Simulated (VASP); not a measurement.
A run of VASP 6.6.1:

Contents of INCAR:

```
PREC = Accurate
ENCUT = 520
EDIFF = 1E-6
ISMEAR = 0
SIGMA = 0.1
LREAL = False
LASPH = True
NELM = 80
ALGO = Normal
ISIF = 2
LWAVE = False
LCHARG = False
GGA = PE
NBANDS = 18
```

Contents of KPOINTS:

```
regular mesh
0
Gamma
  12 12 12
```

The input POSCAR:

```
Si3Br
1.0
    4.2195832810      0.0000000000      0.0000000000
    0.0000000000      4.2195832810      0.0000000000
    0.0000000000      0.0000000000      4.2195832810
Si Br
3 1
Direct
    0.5000000000      0.0000000000      0.0000000000
    0.0000000000      0.5000000000      0.0000000000
    0.0000000000      0.0000000000      0.5000000000
    0.5000000000      0.5000000000      0.5000000000
```

Potentials or basis: VASP PAW PBE potentials, release 64 (Si, Br).

Command:

```console
$ cat potpaw_PBE.64/Si/POTCAR potpaw_PBE.64/Br/POTCAR > POTCAR
$ mpirun -np 1 vasp_std > vasp.out
```

Hardware: 1 thread of Intel(R) Xeon(R) 6975P-C (Granite Rapids), with other jobs on the host.

**Question.** How long does it take, and how much memory?

**Answer.** Run time: 24 s on 1 thread of Intel(R) Xeon(R) 6975P-C (Granite Rapids), with other jobs on the host, peak memory 0.24 GiB. Counts: scf iterations 13, k points 84.
